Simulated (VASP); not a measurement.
Wanted: the native input for a VASP 6.6.1 run.

| Item | Value |
| --- | --- |
| Task | single point |
| Functional | revPBE |
| Potentials or basis | VASP PAW PBE potentials, release 64 (Ni) |
| Cutoff | 520 eV |
| k mesh | 13 × 13 × 13 |
| Occupations | fermi-dirac, width 0.05 eV |
| Spin | collinear spin, ferromagnetic start |
| Starting moments | [-0.625, -0.625] μB |
| Dipole correction | no |
| Further INCAR settings | ALGO = Normal; EDIFF = 1e-07; NBANDS = 21 |

The structure of Ni lies in POSCAR:

```
Ni
1.0
    0.0000000000      2.3421387794      2.3421387794
    2.3421387794      0.0000000000      2.3421387794
    2.3421387794      2.3421387794      0.0000000000
Ni
2
Direct
    0.0000000000      0.0000000000      0.0000000000
    0.5000000000      0.5000000000      0.5000000000
```

This isn't the form of Ni at room conditions, which is fcc.

The input as run:

INCAR

```
ALGO = Normal ; EDIFF = 1E-7
ENCUT = 520 ; GGA = RE
ISIF = 2 ; ISMEAR = -1
ISPIN = 2 ; LASPH = T
LCHARG = T ; LELF = T
LMAXMIX = 4 ; LORBIT = 11
LREAL = F ; LVHAR = T
LWAVE = F ; MAGMOM = -0.625 -0.625
NBANDS = 21 ; NELM = 150
PREC = Accurate ; SIGMA = 0.05
```

KPOINTS

```
k-points
0
Gamma
  13 13 13
```

Potentials or basis: VASP PAW PBE potentials, release 64 (Ni).

Command:

```bash
$ cat potpaw_PBE.64/Ni/POTCAR > POTCAR
$ mpirun -np 1 vasp_std > vasp.out
```

It gave:

```
Pressure                                              : 1.0 GPa
Net moment                                            : -1.15 μB per cell
Site moments                                          : Ni -0.58 μB
Valence electrons inside the program's atomic spheres : Ni 9.21
```

Caveat: the PAW data sets were made with another functional, which shifts forces and pressure a little.

Wall time 2.1 min on 1 thread of Intel(R) Xeon(R) Platinum 8259CL CPU @ 2.50GHz (Skylake/Cascade Lake) (shared host), peak memory 0.21 GiB.
